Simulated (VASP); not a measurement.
Wanted: the native input for a VASP 6.6.1 run.

| Property | Result |
| --- | --- |
| Task | single point |
| Functional | r2SCAN |
| Potentials or basis | VASP PAW PBE potentials, release 64 (Ti_sv, O) |
| Cutoff | 520 eV |
| k mesh | 7 × 7 × 7 |
| Occupations | fermi-dirac, width 0.0169 eV |
| Spin | no spin polarisation |
| Dipole correction | no |
| Further INCAR settings | ALGO = Normal; EDIFF = 1e-06; NBANDS = 53 |

Ti2O3:

```
Ti O
1.0
     2.36190    4.09092    0.00000
    -2.36190    4.09092    0.00000
     0.00000   -2.72728    4.29983
Ti O
4 6
Cartesian
  0.0000 2.7273 0.2438
  0.0000 0.0000 1.9062
  0.0000 2.7273 4.0561
  0.0000 5.4546 2.3937
  0.9154 4.0909 3.2249
  -1.6386 2.8382 3.2249
  0.7233 1.2527 3.2249
  -0.9154 1.3636 1.0750
  1.6386 2.6164 1.0750
  -0.7233 4.2018 1.0750
```

The input as run:

POSCAR

```
Ti2O3
1.0
    2.3618950000      4.0909180000      0.0000000000
   -2.3618950000      4.0909180000      0.0000000000
    0.0000000000     -2.7272790000      4.2998320000
Ti O
4 6
Direct
    0.3522300000      0.3522300000      0.0566900000
    0.1477700000      0.1477700000      0.4433100000
    0.6477700000      0.6477700000      0.9433100000
    0.8522300000      0.8522300000      0.5566900000
    0.9437800000      0.5562200000      0.7500000000
    0.2500000000      0.9437800000      0.7500000000
    0.5562200000      0.2500000000      0.7500000000
    0.0562200000      0.4437800000      0.2500000000
    0.7500000000      0.0562200000      0.2500000000
    0.4437800000      0.7500000000      0.2500000000
```

INCAR.step1

```
ALGO     = Normal         # electronic algorithm
EDIFF    = 1E-4           # SCF threshold, eV
ENCUT    = 520            # plane-wave cutoff, eV
GGA      = PE             # functional
ISMEAR   = -1             # smearing method
LASPH    = True           # aspherical terms in the spheres
LCHARG   = False          # write CHGCAR
LREAL    = False          # projectors in reciprocal space
LWAVE    = True           # write WAVECAR
NBANDS   = 53             # bands
NELM     = 80             # most SCF steps
PREC     = Accurate       # precision mode
SIGMA    = 0.0169         # smearing width, eV
```

INCAR.step2

```
ALGO     = Normal         # electronic algorithm
EDIFF    = 1E-6           # SCF threshold, eV
ENCUT    = 520            # plane-wave cutoff, eV
ISIF     = 2              # what is computed and relaxed
ISMEAR   = -1             # smearing method
ISTART   = 1            
LASPH    = True           # aspherical terms in the spheres
LCHARG   = False          # write CHGCAR
LMIXTAU  = True         
LREAL    = False          # projectors in reciprocal space
LWAVE    = False          # write WAVECAR
METAGGA  = R2SCAN         # meta-GGA
NBANDS   = 53             # bands
NELM     = 80             # most SCF steps
PREC     = Accurate       # precision mode
SIGMA    = 0.0169         # smearing width, eV
```

KPOINTS

```
k-points
0
Gamma
  7 7 7
```

Potentials or basis: VASP PAW PBE potentials, release 64 (Ti_sv, O).

The run is started by

```bash
$ cat potpaw_PBE.64/Ti_sv/POTCAR potpaw_PBE.64/O/POTCAR > POTCAR
$ cp INCAR.step1 INCAR
$ mpirun -np 1 vasp_std > vasp.out
$ cp INCAR.step2 INCAR
$ mpirun -np 1 vasp_std > vasp.out
```

Results of the run:

```yaml
Pressure: 83.5 GPa
Largest_force: 0.936 eV/Å
Band_gap_on_the_k_mesh: zero (bands 42 and 43 overlap by 0.82 eV)
```

Caveat: the stress differs along the axes, from 75 to 88 GPa; the PAW data sets were made with another functional, which shifts forces and pressure a little; semilocal functionals often make such compounds metallic where correlation or magnetic order opens a gap, which also shifts bond lengths.

Wall time 13 min on 1 thread of Oxide Virtual Turin-like Processor, on a shared host, peak memory 0.29 GiB.
